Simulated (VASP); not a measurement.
# BAs (F-43m) in VASP: electric field gradients with PBE

Aim: the electric field gradients of BAs with PBE.

Program: VASP 6.6.1. These are calculated values, not measurements. Logs are shortened: lines on timing, memory, paths and dates and some standing lists are left out, and cuts for length are marked.

## Step 1: The cell of the first run

The structure is cubic, space group F-43m (No. 216). The conventional cell has a = 4.777 Å, b = 4.777 Å, c = 4.777 Å, α = 90.00°, β = 90.00°, γ = 90.00°. B (site symmetry -43m) has 4 As at 2.07 Å within 2.7 Å. Within 2.7 Å of As (site symmetry -43m) lie 4 B at 2.07 Å.

## Step 2: Electric field gradients, PBE

File INCAR:

```
SYSTEM = BAs
ALGO = Normal
EDIFF = 1E-8
ENCUT = 520
GGA = PE
ISIF = 2
ISMEAR = -1
LASPH = .True.
LCHARG = .False.
LEFG = .True.
LREAL = .False.
LWAVE = .False.
NBANDS = 11
NELM = 100
PREC = Accurate
SIGMA = 0.05
```

File KPOINTS:

```
k-points
0
Gamma
  11 11 11
  0 0 0
```

File POSCAR:

```
BAs
1.0
    0.0000000000      2.3885000000      2.3885000000
    2.3885000000      0.0000000000      2.3885000000
    2.3885000000      2.3885000000      0.0000000000
B As
1 1
Direct
    0.0000000000      0.0000000000      0.0000000000
    0.2500000000      0.2500000000      0.2500000000
```

Potentials or basis: VASP PAW PBE potentials, release 64 (B, As).

Launch:

```sh
> cat potpaw_PBE.64/B/POTCAR potpaw_PBE.64/As/POTCAR > POTCAR
> mpirun -np 1 vasp_std > vasp.out
```

OUTCAR:

```text
SYSTEM = BAs
   EDIFF = 1E-8
   ENCUT = 520
   GGA = PE
   ISIF = 2
   ISMEAR = -1
   LASPH = .True.
   LREAL = .False.
   NELM = 100
   PREC = Accurate

 ion  position               nearest neighbor table
   1  0.000  0.000  0.000-   2 2.07   2 2.07   2 2.07   2 2.07
   2  0.250  0.250  0.250-   1 2.07   1 2.07   1 2.07   1 2.07

  LATTYP: Found a face centered cubic cell.
 ALAT       =     4.7770000000

  Lattice vectors:

 A1 = (   0.0000000000,   2.3885000000,   2.3885000000)
 A2 = (   2.3885000000,   0.0000000000,   2.3885000000)
 A3 = (   2.3885000000,   2.3885000000,   0.0000000000)

Analysis of symmetry for initial positions (statically):
=====================================================================
 Subroutine PRICEL returns:
 Original cell was already a primitive cell.

 Routine SETGRP: Setting up the symmetry group for a
 face centered cubic supercell.

 Subroutine GETGRP returns: Found 24 space group operations
 (whereof 24 operations were pure point group operations)
 out of a pool of 48 trial point group operations.

The static configuration has the point symmetry T_d .

Analysis of symmetry for dynamics (positions and initial velocities):
=====================================================================
 Subroutine PRICEL returns:
 Original cell was already a primitive cell.

 Routine SETGRP: Setting up the symmetry group for a
 face centered cubic supercell.

 Subroutine GETGRP returns: Found 24 space group operations
 (whereof 24 operations were pure point group operations)
 out of a pool of 48 trial point group operations.

The dynamic configuration has the point symmetry T_d .

 Subroutine INISYM returns: Found 24 space group operations
 (whereof 24 operations are pure point group operations),
 and found     1 'primitive' translations

----------------------------------------------------------------------------------------

                                     Primitive cell

  volume of cell :      27.2525

  direct lattice vectors                    reciprocal lattice vectors
     0.000000000  2.388500000  2.388500000    -0.209336404  0.209336404  0.209336404
     2.388500000  0.000000000  2.388500000     0.209336404 -0.209336404  0.209336404
     2.388500000  2.388500000  0.000000000     0.209336404  0.209336404 -0.209336404

  length of vectors
     3.377849094  3.377849094  3.377849094     0.362581287  0.362581287  0.362581287

  position of ions in fractional coordinates (direct lattice)
     0.000000000  0.000000000  0.000000000
     0.250000000  0.250000000  0.250000000

  ion indices of the primitive-cell ions
   primitive index   ion index
                 1           1
                 2           2

----------------------------------------------------------------------------------------

 KPOINTS: k-points

Automatic generation of k-mesh.
 Grid dimensions read from file:
 generate k-points for:   11   11   11

 Generating k-lattice:

  Cartesian coordinates                     Fractional coordinates (reciprocal lattice)
    -0.019030582  0.019030582  0.019030582     0.090909091  0.000000000  0.000000000
     0.019030582 -0.019030582  0.019030582     0.000000000  0.090909091  0.000000000
     0.019030582  0.019030582 -0.019030582     0.000000000  0.000000000  0.090909091

  Length of vectors
     0.032961935  0.032961935  0.032961935

  Shift w.r.t. Gamma in fractional coordinates (k-lattice)
     0.000000000  0.000000000  0.000000000

 Subroutine IBZKPT returns following result:
 ===========================================

 Found     56 irreducible k-points:

 Following reciprocal coordinates:
            Coordinates               Weight
  0.000000  0.000000  0.000000      1.000000
  0.090909  0.000000  0.000000      8.000000
  0.181818  0.000000  0.000000      8.000000
  0.272727  0.000000  0.000000      8.000000
  0.363636  0.000000  0.000000      8.000000
  0.454545  0.000000  0.000000      8.000000
[... 16 lines left out ...]
 -0.272727  0.181818  0.000000     24.000000
 -0.181818  0.181818  0.000000     12.000000
 [... further k-points ...]
   k-points           NKPTS =     56   k-points in BZ     NKDIM =     56   number of bands    NBANDS=     11
   number of dos      NEDOS =    301   number of ions     NIONS =      2
   total plane-waves  NPLWV =  21952
   dimension x,y,z NGX =    28 NGY =   28 NGZ =   28
   dimension x,y,z NGXF=    56 NGYF=   56 NGZF=   56
   ions per type =               1   1
   NGX,Y,Z   is equivalent  to a cutoff of  13.78, 13.78, 13.78 a.u.
   NGXF,Y,Z  is equivalent  to a cutoff of  27.56, 27.56, 27.56 a.u.
 SYSTEM =  BAs
   PREC   = accura    normal or accurate (medium, high low for compatibility)
   ISTART =      0    job   : 0-new  1-cont  2-samecut
   ICHARG =      2    charge: 1-file 2-atom 10-const
   ISPIN  =      1    spin polarized calculation?
   LNONCOLLINEAR =      F non collinear calculations
   LSORBIT =      F    spin-orbit coupling
   LASPH  =      T    aspherical Exc in radial PAW
   ENCUT  =  520.0 eV  38.22 Ry    6.18 a.u.   6.28  6.28  6.28*2*pi/ulx,y,z
   NELM   =    100;   NELMIN=  2; NELMDL= -5     # of ELM steps
   EDIFF  = 0.1E-07   stopping-criterion for ELM
   LREAL  =      F    real-space projection
   EDIFFG = 0.1E-06   stopping-criterion for IOM
   NSW    =      0    number of steps for IOM
   IBRION =     -1    ionic relax: 0-MD 1-quasi-New 2-CG
   NFREE  =      0    steps in history (QN), initial steepest desc. (CG)
   ISIF   =      2    stress and relaxation
   ISYM   =      2    0-nonsym 1-usesym 2-fastsym
   POTIM  = 0.5000    time-step for ionic-motion
   TEBEG  =    0.0;   TEEND  =   0.0 temperature during run
   PSTRESS=    0.0 pullay stress
   NELECT =       8.0000    total number of electrons
   NUPDOWN=      -1.0000    fix difference up-down
   EMIN   =  10.00;   EMAX   =-10.00  energy-range for DOS
   EFERMI =   0.00;   METHOD = LEGACY
   ISMEAR =    -1;   SIGMA  =   0.05  broadening in eV -4-tet -1-fermi 0-gaus
   EFERMI_NEDOS =   21; number of points for ismear=-14 and -15
   IALGO  =     38    algorithm
   IMIX   =      4    mixing-type and parameters
     AMIX     =   0.40;   BMIX     =  1.00
     AMIX_MAG =   1.60;   BMIX_MAG =  1.00
  volume/ion in A,a.u.               =      13.63        91.95
  Fermi-wavevector in a.u.,A,eV,Ry     =   1.088018  2.056057 16.106360  1.183784
  Thomas-Fermi vector in A             =   2.224191
   LORBIT       =      0    0 simple, 1 ext, 2 COOP (PROOUT), +10 PAW based schemes
   GGA     = PE    functional components
   LHFCALC =     F    Hartree Fock is set to
   AEXX    =    0.0000 exact exchange contribution
   IVDW    =     0    specifies the selected vdW correction
   LEPSILON=     F    determine dielectric tensor
   LRPA    =     F    only Hartree local field effects (RPA)
 non-spin polarized calculation
  energy-cutoff  :      520.00
  volume of cell :       27.25
 maximum number of plane-waves:       751
 NGX is ok and might be reduce to    28
   NGX = 13   NGY = 13   NGZ = 13

 number of electron       8.0000000 magnetization

 Free energy of the ion-electron system (eV)
  ---------------------------------------------------
  ext. energy  EPLUGINS =         0.00000000
  ---------------------------------------------------
  free energy    TOTEN  =       -11.40663501 eV

  energy without entropy =      -11.40663495  energy(sigma->0) =      -11.40663498

 E-fermi :   6.7042     XC(G=0): -10.5843

 val. band max:        6.1260919658   @ k =   0.0000   0.0000   0.0000
 cond. band min:       7.3310840636   @ k =   0.3636   0.3636   0.0000
 fundamental gap:      1.2049920978
 Fermi energy:         6.7042266166

 k-point     1 :       0.0000    0.0000    0.0000
  band No.  band energies     occupation
      1      -9.2751      2.00000
      2       6.1261      1.99998
      3       6.1261      1.99998
      4       6.1261      1.99998
      5       9.4026      0.00000
      6       9.4026      0.00000
      7       9.4026      0.00000
      8      10.8129      0.00000
      9      15.7091      0.00000
     10      19.0766      0.00000
     11      19.0766      0.00000

 k-point     2 :       0.0909    0.0000    0.0000
  band No.  band energies     occupation
      1      -9.1393      2.00000
      2       4.9282      2.00000
      3       5.8707      2.00000
      4       5.8707      2.00000
      5       9.5529      0.00000
      6       9.7388      0.00000
      7       9.7388      0.00000
      8      11.5474      0.00000
      9      16.2513      0.00000
     10      18.1173      0.00000
     11      18.1173      0.00000

 k-point     3 :       0.1818    0.0000    0.0000
  band No.  band energies     occupation
      1      -8.7374      2.00000
      2       2.8027      2.00000
      3       5.3552      2.00000
      4       5.3552      2.00000
      5       9.3865      0.00000
      6      10.3967      0.00000
      7      10.3967      0.00000
      8      13.0213      0.00000
      9      17.2540      0.00000
     10      17.3431      0.00000
     11      17.3431      0.00000

 k-point     4 :       0.2727    0.0000    0.0000
  band No.  band energies     occupation
      1      -8.0918      2.00000
      2       0.6709      2.00000
      3       4.8646      2.00000
      4       4.8646      2.00000
      5       9.1310      0.00000
      6      10.8568      0.00000
      7      10.8568      0.00000
      8      14.3004      0.00000
      9      17.4295      0.00000
     10      17.4906      0.00000
     11      17.4906      0.00000
[... 239 lines left out ...]
 k-point    22 :      -0.3636    0.1818    0.0000
  band No.  band energies     occupation
      1      -6.3203      2.00000
      2      -1.7900      2.00000
      3       1.8175      2.00000
      4       3.9250      2.00000
      5       9.4644      0.00000
      6      11.9544      0.00000
      7      12.1677      0.00000
      8      15.1223      0.00000
      9      17.7546      0.00000
     10      17.8871      0.00000
     11      21.0069      0.00000

 k-point    23 :      -0.2727    0.1818    0.0000
  band No.  band energies     occupation
      1      -7.1158      2.00000
      2      -0.3837      2.00000
      3       1.8817      2.00000
      4       4.4692      2.00000
      5       9.8530      0.00000
      6      11.6500      0.00000
      7      12.0921      0.00000
      8      13.8641      0.00000
      9      16.4601      0.00000
     10      18.5662      0.00000
     11      21.0667      0.00000

 k-point    24 :      -0.1818    0.1818    0.0000
  band No.  band energies     occupation
      1      -7.8728      2.00000
      2       1.1482      2.00000
      3       2.4714      2.00000
      4       5.0594      2.00000
      5      10.1127      0.00000
      6      10.9307      0.00000
      7      11.8048      0.00000
      8      13.1100      0.00000
      9      15.9662      0.00000
     10      18.5763      0.00000
     11      19.7218      0.00000

 [... further k-points ...]

------------------------ aborting loop because EDIFF is reached ----------------------------------------

  FORCE on cell =-STRESS in cart. coord.  units (eV):
  Direction    XX          YY          ZZ          XY          YZ          ZX
  --------------------------------------------------------------------------------------
  -------------------------------------------------------------------------------------
  Total        0.5837005      0.5837005      0.5837005     -0.0000000      0.0000000     -0.0000000
  in kB       34.3158597     34.3158597     34.3158597     -0.0000000      0.0000000     -0.0000000
  external PRESSURE =      34.3158597 kB  Pullay stress =       0.0000000 kB

 VOLUME and BASIS-vectors are now :
 -----------------------------------------------------------------------------
  energy-cutoff  :      520.00
  volume of cell :       27.25
      direct lattice vectors                 reciprocal lattice vectors
     0.000000000  2.388500000  2.388500000    -0.209336404  0.209336404  0.209336404
     2.388500000  0.000000000  2.388500000     0.209336404 -0.209336404  0.209336404
     2.388500000  2.388500000  0.000000000     0.209336404  0.209336404 -0.209336404

 POSITION                                       TOTAL-FORCE (eV/Angst)
 -----------------------------------------------------------------------------------
      0.00000      0.00000      0.00000        -0.000000      0.000000     -0.000000
      1.19425      1.19425      1.19425         0.000000     -0.000000      0.000000
 -----------------------------------------------------------------------------------
    total drift:                               -0.000000     -0.000000     -0.000000

  FREE ENERGIE OF THE ION-ELECTRON SYSTEM (eV)
  ---------------------------------------------------
  free  energy   TOTEN  =       -11.4066350111 eV

  energy  without entropy=      -11.4066349503  energy(sigma->0) =      -11.40663498

 Electric field gradients (V/A^2)
---------------------------------------------------------------------
 ion       V_xx      V_yy      V_zz      V_xy      V_xz      V_yz
---------------------------------------------------------------------
   1       0.000     0.000    -0.000    -0.000    -0.000    -0.000
   2       0.000     0.000     0.000     0.000     0.000     0.000
---------------------------------------------------------------------

 Electric field gradients after diagonalization (V/A^2)
 (convention: |V_zz| > |V_xx| > |V_yy|)
----------------------------------------------------------------------
 ion       V_xx      V_yy      V_zz     asymmetry (V_yy - V_xx)/ V_zz
----------------------------------------------------------------------
   1       0.000     0.000    -0.000       0.000
   2      -0.000    -0.000     0.000       0.000
----------------------------------------------------------------------

           NMR quadrupolar parameters

 Cq : quadrupolar parameter    Cq=e*Q*V_zz/h
 eta: asymmetry parameters     (V_yy - V_xx)/ V_zz
 Q  : nuclear electric quadrupole moment in mb (millibarn)
----------------------------------------------------------------------
 ion       Cq(MHz)       eta       Q (mb)
----------------------------------------------------------------------
   1      -0.000       0.000       1.000
   2       0.000       0.000       1.000
----------------------------------------------------------------------
```

It took 21 s on 1 thread of AMD EPYC 7R13 (Zen 3), shared host; peak memory 0.13 GiB.

Results:

- Free energy: -11.4066 eV
- Pressure: 3.4 GPa
- Band gap on the k mesh: 1.21 eV, indirect (least direct gap 3.28 eV)

Caveat: without QUAD_EFG the Cq values of the log hold for a quadrupole moment of 1 mb, not for the nuclei. A k mesh can miss the band edges.
